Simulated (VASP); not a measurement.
A run of VASP 6.6.1 is set up as follows.

File POSCAR:

```
Ta2C
1.0
    3.0787465057      0.0000000000      0.0000000000
   -1.5393732528      2.6662726857      0.0000000000
    0.0000000000      0.0000000000      4.8923733216
Ta C
2 1
Direct
    0.3333333333      0.6666666667      0.2535635792
    0.6666666667      0.3333333333      0.7464364208
    0.0000000000      0.0000000000      0.0000000000
```

The input INCAR.step1:

```
SYSTEM = Ta2C
  ALGO = Normal
  EDIFF = 1E-4
  ENCUT = 600
  GGA = PE
  ISMEAR = 0
  LASPH = .TRUE.
  LCHARG = .FALSE.
  LREAL = .FALSE.
  LWAVE = .TRUE.
  NELM = 100
  PREC = Accurate
  SIGMA = 0.1
```

Contents of INCAR.step2:

```
SYSTEM = Ta2C
  ALGO = Normal
  EDIFF = 1E-7
  EDIFFG = -0.01
  ENCUT = 600
  IBRION = 2
  ISIF = 4
  ISMEAR = 0
  ISTART = 1
  LASPH = .TRUE.
  LCHARG = .FALSE.
  LMIXTAU = .TRUE.
  LREAL = .FALSE.
  LWAVE = .FALSE.
  METAGGA = R2SCAN
  NELM = 100
  NSW = 50
  PREC = Accurate
  SIGMA = 0.1
```

KPOINTS

```
k-points
0
G
  18 18 8
  0 0 0
```

Potentials or basis: VASP PAW PBE potentials, release 64 (Ta_pv, C).

Run with:

```sh
$ cat potpaw_PBE.64/Ta_pv/POTCAR potpaw_PBE.64/C/POTCAR > POTCAR
$ cp INCAR.step1 INCAR
$ mpirun -np 1 vasp_std > vasp.out
$ cp INCAR.step2 INCAR
$ mpirun -np 1 vasp_std > vasp.out
```

Problem. What does it give for the band gap on the k mesh?

Solution. Zero (bands 13 and 14 overlap by 0.77 eV).

Forces on the atoms (eV/Å):
```
Ta   0.000  0.000 -0.007
Ta   0.000  0.000  0.007
C    0.000  0.000  0.000
```

Caveat: the PAW data sets were made with another functional, which shifts forces and pressure a little; spin-orbit coupling is left out, which moves the levels of the heavy elements.
